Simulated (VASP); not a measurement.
# ScAl3 (Pm-3m) in VASP: notebook

ScAl3 is run at these levels: PBE; tasks: single point.

All numbers are computed with VASP 6.6.1; they aren't measurements. Logs are shortened: lines on timing, memory, paths and dates and some standing lists are left out, and cuts for length are marked.

**1. The cell of the first run**

Symmetry: Pm-3m, No. 221, cubic system. The conventional cell has a = 3.978 Å, b = 3.978 Å, c = 3.978 Å, α = 90.00°, β = 90.00°, γ = 90.00°. Within 3.7 Å of Sc (site symmetry m-3m) lie 12 Al at 2.81 Å. Al (site symmetry 4/mmm) has 4 Sc at 2.81 Å and 8 Al at 2.81 Å within 3.7 Å.

**2. Single point, PBE**

INCAR

```
SYSTEM = ScAl3
PREC = Accurate
ENCUT = 520
EDIFF = 1E-6
ISMEAR = -1
SIGMA = 0.1
LREAL = .False.
LASPH = .True.
NELM = 60
ALGO = Normal
ISIF = 2
LWAVE = .False.
LCHARG = .False.
GGA = PE
NBANDS = 18
```

KPOINTS

```
Automatic mesh
0
Gamma
  7 7 7
  0 0 0
```

POSCAR

```
ScAl3
1.0
    3.9778868674      0.0000000000      0.0000000000
    0.0000000000      3.9778868674      0.0000000000
    0.0000000000      0.0000000000      3.9778868674
Sc Al
1 3
Direct
    0.0000000000      0.0000000000      0.0000000000
    0.5000000000      0.0000000000      0.5000000000
    0.0000000000      0.5000000000      0.5000000000
    0.5000000000      0.5000000000      0.0000000000
```

Potentials or basis: VASP PAW PBE potentials, release 64 (Sc_sv, Al).

Command:

```bash
> cat potpaw_PBE.64/Sc_sv/POTCAR potpaw_PBE.64/Al/POTCAR > POTCAR
> mpirun -np 1 vasp_std > vasp.out
```

OUTCAR:

```text
SYSTEM = ScAl3
   PREC = Accurate
   ENCUT = 520
   EDIFF = 1E-6
   ISMEAR = -1
   LREAL = .False.
   LASPH = .True.
   NELM = 60
   ISIF = 2
   GGA = PE

 ion  position               nearest neighbor table
   1  0.000  0.000  0.000-   2 2.81   3 2.81   4 2.81   2 2.81   3 2.81   3 2.81   4 2.81   3 2.81
                             2 2.81   4 2.81   2 2.81   4 2.81
   2  0.500  0.000  0.500-   1 2.81   3 2.81   4 2.81   1 2.81   4 2.81   3 2.81   4 2.81   4 2.81
                             1 2.81   3 2.81   1 2.81   3 2.81
   3  0.000  0.500  0.500-   1 2.81   2 2.81   4 2.81   1 2.81   4 2.81   1 2.81   2 2.81   1 2.81
                             2 2.81   4 2.81   4 2.81   2 2.81
   4  0.500  0.500  0.000-   1 2.81   2 2.81   3 2.81   2 2.81   3 2.81   1 2.81   2 2.81   2 2.81
                             1 2.81   3 2.81   3 2.81   1 2.81

  LATTYP: Found a simple cubic cell.
 ALAT       =     3.9778868674

  Lattice vectors:

 A1 = (   3.9778868674,   0.0000000000,   0.0000000000)
 A2 = (   0.0000000000,   3.9778868674,   0.0000000000)
 A3 = (   0.0000000000,   0.0000000000,   3.9778868674)

Analysis of symmetry for initial positions (statically):
=====================================================================
 Subroutine PRICEL returns:
 Original cell was already a primitive cell.

 Routine SETGRP: Setting up the symmetry group for a
 simple cubic supercell.

 Subroutine GETGRP returns: Found 48 space group operations
 (whereof 48 operations were pure point group operations)
 out of a pool of 48 trial point group operations.

The static configuration has the point symmetry O_h .

Analysis of symmetry for dynamics (positions and initial velocities):
=====================================================================
 Subroutine PRICEL returns:
 Original cell was already a primitive cell.

 Routine SETGRP: Setting up the symmetry group for a
 simple cubic supercell.

 Subroutine GETGRP returns: Found 48 space group operations
 (whereof 48 operations were pure point group operations)
 out of a pool of 48 trial point group operations.

The dynamic configuration has the point symmetry O_h .

 Subroutine INISYM returns: Found 48 space group operations
 (whereof 48 operations are pure point group operations),
 and found     1 'primitive' translations

----------------------------------------------------------------------------------------

                                     Primitive cell

  volume of cell :      62.9444

  direct lattice vectors                    reciprocal lattice vectors
     3.977886867  0.000000000  0.000000000     0.251389754  0.000000000  0.000000000
     0.000000000  3.977886867  0.000000000     0.000000000  0.251389754  0.000000000
     0.000000000  0.000000000  3.977886867     0.000000000  0.000000000  0.251389754

  length of vectors
     3.977886867  3.977886867  3.977886867     0.251389754  0.251389754  0.251389754

  position of ions in fractional coordinates (direct lattice)
     0.000000000  0.000000000  0.000000000
     0.500000000  0.000000000  0.500000000
     0.000000000  0.500000000  0.500000000
     0.500000000  0.500000000  0.000000000

  ion indices of the primitive-cell ions
   primitive index   ion index
                 1           1
                 2           2
                 3           3
                 4           4

----------------------------------------------------------------------------------------

 KPOINTS: Automatic mesh

Automatic generation of k-mesh.
 Grid dimensions read from file:
 generate k-points for:    7    7    7

 Generating k-lattice:

  Cartesian coordinates                     Fractional coordinates (reciprocal lattice)
     0.035912822  0.000000000  0.000000000     0.142857143  0.000000000  0.000000000
     0.000000000  0.035912822  0.000000000     0.000000000  0.142857143  0.000000000
     0.000000000  0.000000000  0.035912822     0.000000000  0.000000000  0.142857143

  Length of vectors
     0.035912822  0.035912822  0.035912822

  Shift w.r.t. Gamma in fractional coordinates (k-lattice)
     0.000000000  0.000000000  0.000000000

 Subroutine IBZKPT returns following result:
 ===========================================

 Found     20 irreducible k-points:

 Following reciprocal coordinates:
            Coordinates               Weight
  0.000000  0.000000  0.000000      1.000000
  0.142857  0.000000  0.000000      6.000000
  0.285714  0.000000  0.000000      6.000000
  0.428571  0.000000  0.000000      6.000000
  0.142857  0.142857  0.000000     12.000000
  0.285714  0.142857  0.000000     24.000000
[... 12 lines left out ...]
  0.428571  0.428571  0.285714     24.000000
  0.428571  0.428571  0.428571      8.000000
   k-points           NKPTS =     20   k-points in BZ     NKDIM =     20   number of bands    NBANDS=     18
   number of dos      NEDOS =    301   number of ions     NIONS =      4
   total plane-waves  NPLWV =  27000
   dimension x,y,z NGX =    30 NGY =   30 NGZ =   30
   dimension x,y,z NGXF=    60 NGYF=   60 NGZF=   60
   ions per type =               1   3
   NGX,Y,Z   is equivalent  to a cutoff of  12.54, 12.54, 12.54 a.u.
   NGXF,Y,Z  is equivalent  to a cutoff of  25.08, 25.08, 25.08 a.u.
 SYSTEM =  ScAl3
   PREC   = accura    normal or accurate (medium, high low for compatibility)
   ISTART =      0    job   : 0-new  1-cont  2-samecut
   ICHARG =      2    charge: 1-file 2-atom 10-const
   ISPIN  =      1    spin polarized calculation?
   LNONCOLLINEAR =      F non collinear calculations
   LSORBIT =      F    spin-orbit coupling
   LASPH  =      T    aspherical Exc in radial PAW
   ENCUT  =  520.0 eV  38.22 Ry    6.18 a.u.   7.40  7.40  7.40*2*pi/ulx,y,z
   NELM   =     60;   NELMIN=  2; NELMDL= -5     # of ELM steps
   EDIFF  = 0.1E-05   stopping-criterion for ELM
   LREAL  =      F    real-space projection
   EDIFFG = 0.1E-04   stopping-criterion for IOM
   NSW    =      0    number of steps for IOM
   IBRION =     -1    ionic relax: 0-MD 1-quasi-New 2-CG
   NFREE  =      0    steps in history (QN), initial steepest desc. (CG)
   ISIF   =      2    stress and relaxation
   ISYM   =      2    0-nonsym 1-usesym 2-fastsym
   POTIM  = 0.5000    time-step for ionic-motion
   TEBEG  =    0.0;   TEEND  =   0.0 temperature during run
   PSTRESS=    0.0 pullay stress
   NELECT =      20.0000    total number of electrons
   NUPDOWN=      -1.0000    fix difference up-down
   EMIN   =  10.00;   EMAX   =-10.00  energy-range for DOS
   EFERMI =   0.00;   METHOD = LEGACY
   ISMEAR =    -1;   SIGMA  =   0.10  broadening in eV -4-tet -1-fermi 0-gaus
   EFERMI_NEDOS =   21; number of points for ismear=-14 and -15
   IALGO  =     38    algorithm
   IMIX   =      4    mixing-type and parameters
     AMIX     =   0.40;   BMIX     =  1.00
     AMIX_MAG =   1.60;   BMIX_MAG =  1.00
  volume/ion in A,a.u.               =      15.74       106.19
  Fermi-wavevector in a.u.,A,eV,Ry     =   1.117118  2.111047 16.979428  1.247953
  Thomas-Fermi vector in A             =   2.253738
   LORBIT       =      0    0 simple, 1 ext, 2 COOP (PROOUT), +10 PAW based schemes
   GGA     = PE    functional components
   LHFCALC =     F    Hartree Fock is set to
   AEXX    =    0.0000 exact exchange contribution
   IVDW    =     0    specifies the selected vdW correction
   LEPSILON=     F    determine dielectric tensor
   LRPA    =     F    only Hartree local field effects (RPA)
 non-spin polarized calculation
  energy-cutoff  :      520.00
  volume of cell :       62.94
 maximum number of plane-waves:      1743
 NGX is ok and might be reduce to    30
   NGX = 15   NGY = 15   NGZ = 15

 number of electron      20.0000007 magnetization

 Free energy of the ion-electron system (eV)
  ---------------------------------------------------
  ext. energy  EPLUGINS =         0.00000000
  ---------------------------------------------------
  free energy    TOTEN  =       -19.13948595 eV

  energy without entropy =      -19.10073164  energy(sigma->0) =      -19.12010879

 E-fermi :   7.9643     XC(G=0): -10.7379

 val. band max:        7.9240870301   @ k =   0.2857   0.0000   0.0000
 cond. band min:       8.0114981024   @ k =   0.2857   0.2857   0.0000
 fundamental gap:      0.0874110723
 Fermi energy:         7.9642594275

 k-point     1 :       0.0000    0.0000    0.0000
  band No.  band energies     occupation
      1     -40.6728      2.00000
      2     -19.4090      2.00000
      3     -19.4090      2.00000
      4     -19.4090      2.00000
      5      -2.4287      2.00000
      6       5.3004      2.00000
[... 10 lines left out ...]
     17      13.7406      0.00000
     18      13.7406      0.00000

 k-point     2 :       0.1429    0.0000    0.0000
  band No.  band energies     occupation
      1     -40.6724      2.00000
      2     -19.4180      2.00000
      3     -19.4083      2.00000
      4     -19.4083      2.00000
      5      -2.2280      2.00000
      6       4.0260      2.00000
[... 10 lines left out ...]
     17      13.8356      0.00000
     18      13.8356      0.00000

 k-point     3 :       0.2857    0.0000    0.0000
  band No.  band energies     occupation
      1     -40.6716      2.00000
      2     -19.4382      2.00000
      3     -19.4067      2.00000
      4     -19.4067      2.00000
      5      -1.6410      2.00000
      6       2.3127      2.00000
[... 10 lines left out ...]
     17      13.1853      0.00000
     18      14.4873      0.00000

 k-point     4 :       0.4286    0.0000    0.0000
  band No.  band energies     occupation
      1     -40.6708      2.00000
      2     -19.4543      2.00000
      3     -19.4055      2.00000
      4     -19.4055      2.00000
      5      -0.7470      2.00000
      6       0.8147      2.00000
[... 291 lines left out ...]
      4     -19.4287      2.00000
      5       0.5613      2.00000
      6       2.1840      2.00000
[... 10 lines left out ...]
     17      13.4672      0.00000
     18      14.7041      0.00000

 k-point    19 :       0.4286    0.4286    0.2857
  band No.  band energies     occupation
      1     -40.6679      2.00000
      2     -19.4440      2.00000
      3     -19.4437      2.00000
      4     -19.4275      2.00000
      5       1.2704      2.00000
      6       2.7536      2.00000
[... 10 lines left out ...]
     17      12.6601      0.00000
     18      15.8079      0.00000

 k-point    20 :       0.4286    0.4286    0.4286
  band No.  band energies     occupation
      1     -40.6673      2.00000
      2     -19.4419      2.00000
      3     -19.4415      2.00000
      4     -19.4415      2.00000
      5       2.0248      2.00000
      6       3.1124      2.00000
[... 10 lines left out ...]
     17      12.5180      0.00000
     18      17.9629      0.00000

------------------------ aborting loop because EDIFF is reached ----------------------------------------

  FORCE on cell =-STRESS in cart. coord.  units (eV):
  Direction    XX          YY          ZZ          XY          YZ          ZX
  --------------------------------------------------------------------------------------
  -------------------------------------------------------------------------------------
  Total        3.9435383      3.9435383      3.9435383      0.0000000     -0.0000000      0.0000000
  in kB      100.3781899    100.3781899    100.3781899      0.0000000     -0.0000000      0.0000000
  external PRESSURE =     100.3781899 kB  Pullay stress =       0.0000000 kB

 VOLUME and BASIS-vectors are now :
 -----------------------------------------------------------------------------
  energy-cutoff  :      520.00
  volume of cell :       62.94
      direct lattice vectors                 reciprocal lattice vectors
     3.977886867  0.000000000  0.000000000     0.251389754  0.000000000  0.000000000
     0.000000000  3.977886867  0.000000000     0.000000000  0.251389754  0.000000000
     0.000000000  0.000000000  3.977886867     0.000000000  0.000000000  0.251389754

 POSITION                                       TOTAL-FORCE (eV/Angst)
 -----------------------------------------------------------------------------------
      0.00000      0.00000      0.00000         0.000000      0.000000      0.000000
      1.98894      0.00000      1.98894         0.000000      0.000000      0.000000
      0.00000      1.98894      1.98894         0.000000      0.000000      0.000000
      1.98894      1.98894      0.00000         0.000000      0.000000      0.000000
 -----------------------------------------------------------------------------------
    total drift:                               -0.000000     -0.000000      0.000000

  FREE ENERGIE OF THE ION-ELECTRON SYSTEM (eV)
  ---------------------------------------------------
  free  energy   TOTEN  =       -19.1394859497 eV

  energy  without entropy=      -19.1007316376  energy(sigma->0) =      -19.12010879
```

Run time: 34 s. Hardware: 1 thread of Intel Xeon 8259CL, shared host; peak memory 0.18 GiB.

Results:

| Property | Result |
| --- | --- |
| Free energy | -19.1395 eV |
| Pressure | 10.0 GPa |
| Band gap on the k mesh | zero (bands 10 and 11 overlap by 3.79 eV) |

Caveat: the cell stands under pressure.

**3. Single point, PBE**

This run uses another cell than the first one, of 16.43 Å³/atom.

INCAR

```
PREC     = Accurate       # precision mode
ENCUT    = 520            # plane-wave cutoff, eV
EDIFF    = 1E-7           # SCF threshold, eV
ISMEAR   = -1             # smearing method
SIGMA    = 0.1            # smearing width, eV
LREAL    = False          # projectors in reciprocal space
LASPH    = True           # aspherical terms in the spheres
NELM     = 100            # most SCF steps
ALGO     = Normal         # electronic algorithm
ISIF     = 2              # what is computed and relaxed
LWAVE    = False          # write WAVECAR
LCHARG   = True           # write CHGCAR
GGA      = PE             # functional
LELF     = True           # ELF
LVHAR    = True         
NBANDS   = 18             # bands
```

KPOINTS

```
regular mesh
0
Gamma
  7 7 7
```

POSCAR

```
ScAl3
1.0
    4.0354769619      0.0000000000      0.0000000000
    0.0000000000      4.0354769619      0.0000000000
    0.0000000000      0.0000000000      4.0354769619
Sc Al
1 3
Direct
    0.0000000000      0.0000000000      0.0000000000
    0.5000000000      0.0000000000      0.5000000000
    0.0000000000      0.5000000000      0.5000000000
    0.5000000000      0.5000000000      0.0000000000
```

Potentials or basis: VASP PAW PBE potentials, release 64 (Sc_sv, Al).

Command:

```bash
> cat potpaw_PBE.64/Sc_sv/POTCAR potpaw_PBE.64/Al/POTCAR > POTCAR
> mpirun -np 1 vasp_std > vasp.out
```

OUTCAR:

```text
PREC = Accurate
   ENCUT = 520
   EDIFF = 1E-7
   ISMEAR = -1
   LREAL = False
   LASPH = True
   NELM = 100
   ISIF = 2
   GGA = PE

 ion  position               nearest neighbor table
   1  0.000  0.000  0.000-   2 2.85   3 2.85   4 2.85   2 2.85   3 2.85   3 2.85   4 2.85   3 2.85
                             2 2.85   4 2.85   2 2.85   4 2.85
   2  0.500  0.000  0.500-   1 2.85   3 2.85   4 2.85   1 2.85   4 2.85   3 2.85   4 2.85   4 2.85
                             1 2.85   3 2.85   1 2.85   3 2.85
   3  0.000  0.500  0.500-   1 2.85   2 2.85   4 2.85   1 2.85   4 2.85   1 2.85   2 2.85   1 2.85
[... 617 lines left out ...]
  --------------------------------------------------------------------------------------
  -------------------------------------------------------------------------------------
  Total        2.0642646      2.0642646      2.0642646     -0.0000000      0.0000000     -0.0000000
  in kB       50.3258750     50.3258750     50.3258750     -0.0000000      0.0000000     -0.0000000
  external PRESSURE =      50.3258750 kB  Pullay stress =       0.0000000 kB

 VOLUME and BASIS-vectors are now :
 -----------------------------------------------------------------------------
  energy-cutoff  :      520.00
  volume of cell :       65.72
      direct lattice vectors                 reciprocal lattice vectors
     4.035476962  0.000000000  0.000000000     0.247802183  0.000000000  0.000000000
     0.000000000  4.035476962  0.000000000     0.000000000  0.247802183  0.000000000
     0.000000000  0.000000000  4.035476962     0.000000000  0.000000000  0.247802183

 POSITION                                       TOTAL-FORCE (eV/Angst)
 -----------------------------------------------------------------------------------
      0.00000      0.00000      0.00000         0.000000      0.000000      0.000000
      2.01774      0.00000      2.01774         0.000000      0.000000      0.000000
      0.00000      2.01774      2.01774         0.000000      0.000000      0.000000
      2.01774      2.01774      0.00000         0.000000      0.000000      0.000000
 -----------------------------------------------------------------------------------
    total drift:                                0.000000     -0.000000      0.000000

  FREE ENERGIE OF THE ION-ELECTRON SYSTEM (eV)
  ---------------------------------------------------
  free  energy   TOTEN  =       -19.2692298489 eV

  energy  without entropy=      -19.2283883435  energy(sigma->0) =      -19.24880910
```

stdout:

```text
POSCAR found type information on POSCAR ScAl
 POSCAR found :  2 types and       4 ions
 scaLAPACK will be used
 LDA part: xc-table for (Slater+PW92), standard interpolation
 POSCAR, INCAR and KPOINTS ok, starting setup
 FFT: planning ... GRIDC
 FFT: planning ... GRID_SOFT
 FFT: planning ... GRID
 WAVECAR not read
 entering main loop
```

Wall time 48 s (1 thread of Intel Xeon 8259CL, shared host); peak memory 0.17 GiB.

Results:

* Free energy: -19.2692 eV
* Pressure: 5.0 GPa
* Band gap on the k mesh: zero (bands 10 and 11 overlap by 3.73 eV)

Caveat: the cell stands under pressure.
